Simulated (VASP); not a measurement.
# Na (P6_3/mmc) in VASP: relaxation of cell and atoms with PBE

Aim: the relaxation of cell and atoms of Na with PBE.

All numbers are computed with VASP 6.6.1; they aren't measurements. Logs are shortened: lines on timing, memory, paths and dates and some standing lists are left out, and cuts for length are marked.

### 1 The cell of the first run

The structure is hexagonal, space group P6_3/mmc (No. 194). Conventional cell: a = 3.502 Å, b = 3.502 Å, c = 5.673 Å, α = 90.00°, β = 90.00°, γ = 120.00°. Na (site symmetry -6m2) has 12 Na at 3.48 to 3.50 Å within 4.6 Å.

### 2 Relaxation of cell and atoms, PBE

INCAR reads:

```
PREC = Accurate ; ENCUT = 600
EDIFF = 1E-7 ; ISMEAR = -1
SIGMA = 0.08 ; LREAL = False
LASPH = True ; NELM = 100
ALGO = Normal ; ISIF = 3
LWAVE = False ; LCHARG = False
GGA = PE ; IBRION = 2
NSW = 100 ; EDIFFG = -0.005
```

KPOINTS reads:

```
regular mesh
0
Gamma
  12 12 7
```

POSCAR reads:

```
Na
1.0
    3.5019388903      0.0000000000      0.0000000000
   -1.7509694451      3.0327680415      0.0000000000
    0.0000000000      0.0000000000      5.6731410023
Na
2
Direct
    0.3333333333      0.6666666667      0.2500000000
    0.6666666667      0.3333333333      0.7500000000
```

Potentials or basis: VASP PAW PBE potentials, release 64 (Na_pv).

Run with:

```sh
cat potpaw_PBE.64/Na_pv/POTCAR > POTCAR
mpirun -np 1 vasp_std > vasp.out
```

OUTCAR:

```text
PREC = Accurate
   ENCUT = 600
   EDIFF = 1E-7
   ISMEAR = -1
   LREAL = False
   LASPH = True
   NELM = 100
   ISIF = 3
   GGA = PE
   IBRION = 2
   NSW = 100
   EDIFFG = -0.005

 ion  position               nearest neighbor table
   1  0.333  0.667  0.250-
   2  0.667  0.333  0.750-

  LATTYP: Found a hexagonal cell.
 ALAT       =     3.5019388903
 C/A-ratio  =     1.6200000000

  Lattice vectors:

 A1 = (   3.5019388903,   0.0000000000,   0.0000000000)
 A2 = (  -1.7509694451,   3.0327680415,   0.0000000000)
 A3 = (   0.0000000000,   0.0000000000,   5.6731410023)

Analysis of symmetry for initial positions (statically):
=====================================================================
 Subroutine PRICEL returns:
 Original cell was already a primitive cell.

 Routine SETGRP: Setting up the symmetry group for a
 hexagonal supercell.

 Subroutine GETGRP returns: Found 24 space group operations
 (whereof 12 operations were pure point group operations)
 out of a pool of 24 trial point group operations.

The static configuration has the point symmetry D_3d.
 The point group associated with its full space group is D_6h.

Analysis of symmetry for dynamics (positions and initial velocities):
=====================================================================
 Subroutine PRICEL returns:
 Original cell was already a primitive cell.

 Routine SETGRP: Setting up the symmetry group for a
 hexagonal supercell.

 Subroutine GETGRP returns: Found 24 space group operations
 (whereof 12 operations were pure point group operations)
 out of a pool of 24 trial point group operations.

The dynamic configuration has the point symmetry D_3d.
 The point group associated with its full space group is D_6h.

 Subroutine INISYM returns: Found 24 space group operations
 (whereof 12 operations are pure point group operations),
 and found     1 'primitive' translations

----------------------------------------------------------------------------------------

                                     Primitive cell

  volume of cell :      60.2520

  direct lattice vectors                    reciprocal lattice vectors
     3.501938890  0.000000000  0.000000000     0.285556097  0.164865889  0.000000000
    -1.750969445  3.032768041  0.000000000     0.000000000  0.329731778  0.000000000
     0.000000000  0.000000000  5.673141002     0.000000000  0.000000000  0.176269195

  length of vectors
     3.501938890  3.501938890  5.673141002     0.329731778  0.329731778  0.176269195

  position of ions in fractional coordinates (direct lattice)
     0.333333333  0.666666667  0.250000000
     0.666666667  0.333333333  0.750000000

  ion indices of the primitive-cell ions
   primitive index   ion index
                 1           1
                 2           2

----------------------------------------------------------------------------------------

 KPOINTS: regular mesh

Automatic generation of k-mesh.
 Grid dimensions read from file:
 generate k-points for:   12   12    7

 Generating k-lattice:

  Cartesian coordinates                     Fractional coordinates (reciprocal lattice)
     0.023796341  0.013738824  0.000000000     0.083333333  0.000000000  0.000000000
     0.000000000  0.027477648  0.000000000     0.000000000  0.083333333  0.000000000
     0.000000000  0.000000000  0.025181314     0.000000000  0.000000000  0.142857143

  Length of vectors
     0.027477648  0.027477648  0.025181314

  Shift w.r.t. Gamma in fractional coordinates (k-lattice)
     0.000000000  0.000000000  0.000000000

 Subroutine IBZKPT returns following result:
 ===========================================

 Found     76 irreducible k-points:

 Following reciprocal coordinates:
            Coordinates               Weight
  0.000000  0.000000  0.000000      1.000000
  0.083333  0.000000  0.000000      6.000000
  0.166667  0.000000  0.000000      6.000000
  0.250000  0.000000  0.000000      6.000000
  0.333333  0.000000  0.000000      6.000000
  0.416667 -0.000000  0.000000      6.000000
[... 16 lines left out ...]
  0.250000  0.000000  0.142857     12.000000
  0.333333  0.000000  0.142857     12.000000
 [... further k-points ...]
   k-points           NKPTS =     76   k-points in BZ     NKDIM =     76   number of bands    NBANDS=     11
   number of dos      NEDOS =    301   number of ions     NIONS =      2
   total plane-waves  NPLWV =  37632
   dimension x,y,z NGX =    28 NGY =   28 NGZ =   48
   dimension x,y,z NGXF=    56 NGYF=   56 NGZF=   96
   ions per type =               2
   NGX,Y,Z   is equivalent  to a cutoff of  13.29, 13.29, 14.07 a.u.
   NGXF,Y,Z  is equivalent  to a cutoff of  26.58, 26.58, 28.13 a.u.
 SYSTEM =  unknown system
   PREC   = accura    normal or accurate (medium, high low for compatibility)
   ISTART =      0    job   : 0-new  1-cont  2-samecut
   ICHARG =      2    charge: 1-file 2-atom 10-const
   ISPIN  =      1    spin polarized calculation?
   LNONCOLLINEAR =      F non collinear calculations
   LSORBIT =      F    spin-orbit coupling
   LASPH  =      T    aspherical Exc in radial PAW
   ENCUT  =  600.0 eV  44.10 Ry    6.64 a.u.   6.99  6.99 11.33*2*pi/ulx,y,z
   NELM   =    100;   NELMIN=  2; NELMDL= -5     # of ELM steps
   EDIFF  = 0.1E-06   stopping-criterion for ELM
   LREAL  =      F    real-space projection
   EDIFFG = -.5E-02   stopping-criterion for IOM
   NSW    =    100    number of steps for IOM
   IBRION =      2    ionic relax: 0-MD 1-quasi-New 2-CG
   NFREE  =      1    steps in history (QN), initial steepest desc. (CG)
   ISIF   =      3    stress and relaxation
   ISYM   =      2    0-nonsym 1-usesym 2-fastsym
   POTIM  = 0.5000    time-step for ionic-motion
   TEBEG  =    0.0;   TEEND  =   0.0 temperature during run
   PSTRESS=    0.0 pullay stress
   NELECT =      14.0000    total number of electrons
   NUPDOWN=      -1.0000    fix difference up-down
   EMIN   =  10.00;   EMAX   =-10.00  energy-range for DOS
   EFERMI =   0.00;   METHOD = LEGACY
   ISMEAR =    -1;   SIGMA  =   0.08  broadening in eV -4-tet -1-fermi 0-gaus
   EFERMI_NEDOS =   21; number of points for ismear=-14 and -15
   IALGO  =     38    algorithm
   IMIX   =      4    mixing-type and parameters
     AMIX     =   0.40;   BMIX     =  1.00
     AMIX_MAG =   1.60;   BMIX_MAG =  1.00
  volume/ion in A,a.u.               =      30.13       203.30
  Fermi-wavevector in a.u.,A,eV,Ry     =   1.006454  1.901921 13.782004  1.012949
  Thomas-Fermi vector in A             =   2.139197
   LORBIT       =      0    0 simple, 1 ext, 2 COOP (PROOUT), +10 PAW based schemes
   GGA     = PE    functional components
   LHFCALC =     F    Hartree Fock is set to
   AEXX    =    0.0000 exact exchange contribution
   IVDW    =     0    specifies the selected vdW correction
   LEPSILON=     F    determine dielectric tensor
   LRPA    =     F    only Hartree local field effects (RPA)
 conjugate gradient relaxation of ions
 non-spin polarized calculation
  energy-cutoff  :      600.00
  volume of cell :       60.25
 maximum number of plane-waves:      2029
 NGX is ok and might be reduce to    28
   NGX = 13   NGY = 13   NGZ = 23

--------------------------------------- Ionic step        1  -------------------------------------------

 number of electron      13.9999988 magnetization

 Free energy of the ion-electron system (eV)
  ---------------------------------------------------
  ext. energy  EPLUGINS =         0.00000000
  ---------------------------------------------------
  free energy    TOTEN  =        -2.54537818 eV

  energy without entropy =       -2.52682863  energy(sigma->0) =       -2.53610340

------------------------ aborting loop because EDIFF is reached ----------------------------------------

  FORCE on cell =-STRESS in cart. coord.  units (eV):
  Direction    XX          YY          ZZ          XY          YZ          ZX
  --------------------------------------------------------------------------------------
  -------------------------------------------------------------------------------------
  Total        0.8836437      0.8836437      0.9040981      0.0000000      0.0000000     -0.0000000
  in kB       23.4972180     23.4972180     24.0411262      0.0000000      0.0000000     -0.0000000
  external PRESSURE =      23.6785207 kB  Pullay stress =       0.0000000 kB
[... 165 lines left out ...]
  energy  without entropy=       -2.6122618773  energy(sigma->0) =       -2.62265857

--------------------------------------- Ionic step        6  -------------------------------------------

 number of electron      14.0000002 magnetization

 Free energy of the ion-electron system (eV)
  ---------------------------------------------------
  ext. energy  EPLUGINS =         0.00000000
  ---------------------------------------------------
  free energy    TOTEN  =        -2.63307043 eV

  energy without entropy =       -2.61228466  energy(sigma->0) =       -2.62267755

 E-fermi :   0.3215     XC(G=0):  -6.4947

 val. band max:        0.3097451268   @ k =   0.1667   0.1667   0.2857
 cond. band min:       0.3263053241   @ k =   0.0833   0.0833   0.1429
 fundamental gap:      0.0165601973
 Fermi energy:         0.3214885183

 k-point     1 :       0.0000    0.0000    0.0000
  band No.  band energies     occupation
      1     -24.6122      2.00000
      2     -24.5821      2.00000
      3     -24.5821      2.00000
      4     -24.5771      2.00000
      5     -24.5771      2.00000
      6     -24.5770      2.00000
      7      -2.9524      2.00000
      8       0.9035      0.00138
      9       1.3155      0.00001
     10      10.2360      0.00000
     11      10.2360      0.00000
[... 309 lines left out ...]
 k-point    24 :       0.3333    0.0000    0.1429
  band No.  band energies     occupation
      1     -24.6047      2.00000
      2     -24.5985      2.00000
      3     -24.5966      2.00000
      4     -24.5877      2.00000
      5     -24.5821      2.00000
      6     -24.5809      2.00000
      7      -1.2578      2.00000
      8       1.5455      0.00000
      9       3.2315      0.00000
     10       4.0547      0.00000
     11       6.0047      0.00000

 [... further k-points ...]
[... 5 lines left out ...]
  --------------------------------------------------------------------------------------
  -------------------------------------------------------------------------------------
  Total       -0.0080455     -0.0080455     -0.0020943     -0.0000000     -0.0000000      0.0000000
  in kB       -0.1734059     -0.1734059     -0.0451389     -0.0000000     -0.0000000      0.0000000
  external PRESSURE =      -0.1306502 kB  Pullay stress =       0.0000000 kB
[... 17 lines left out ...]
  FREE ENERGIE OF THE ION-ELECTRON SYSTEM (eV)
  ---------------------------------------------------
  free  energy   TOTEN  =        -2.6330704318 eV

  energy  without entropy=       -2.6122846617  energy(sigma->0) =       -2.62267755

 reached required accuracy - stopping structural energy minimisation
```

It took 100 s on 1 thread of AMD EPYC 7R13 (Zen 3), shared host; peak memory 0.18 GiB.

Results:

```yaml
Free_energy: -2.6331 eV
Relaxed_volume: 37.17 Å³/atom
Relaxed_cell: a = 3.754 Å, b = 3.754 Å, c = 6.092 Å, α = 90.00°, β = 90.00°, γ = 120.00°
Space_group_after_relaxing_to_0.05_Å: P6_3/mmc (No. 194)
Energy_gained_by_relaxing: 43.8 meV/atom
Ionic_steps: 6
Pressure_after_relaxing: 0.0 GPa
Band_gap_on_the_k_mesh: zero (band 7 reaches 2.30 eV, above the bottom of band 8 at -1.60 eV)
```

Step by step:
```
step  energy change (eV)  largest force (eV/Å)  pressure (GPa)  volume (Å³)
   1              0.0000                0.0000            2.37        60.25
   2             -0.0469                0.0000            1.47        64.22
   3             -0.0867                0.0000            0.21        72.45
   4             -0.0877                0.0000            0.01        74.15
   5             -0.0877                0.0000           -0.03        74.44
   6             -0.0877                0.0000           -0.01        74.34
```

Final structure:
```yaml
crystal:
  lattice:
    - [3.75366, 0.00000, 0.00000]
    - [-1.87683, 3.25076, 0.00000]
    - [0.00000, 0.00000, 6.09201]
  atoms:
    - { symbol: Na, position: [0.33333, 0.66667, 0.25000] }
    - { symbol: Na, position: [0.66667, 0.33333, 0.75000] }
```

Caveat: the volume moved by over 15 % at a fixed basis, so the end points are rough.
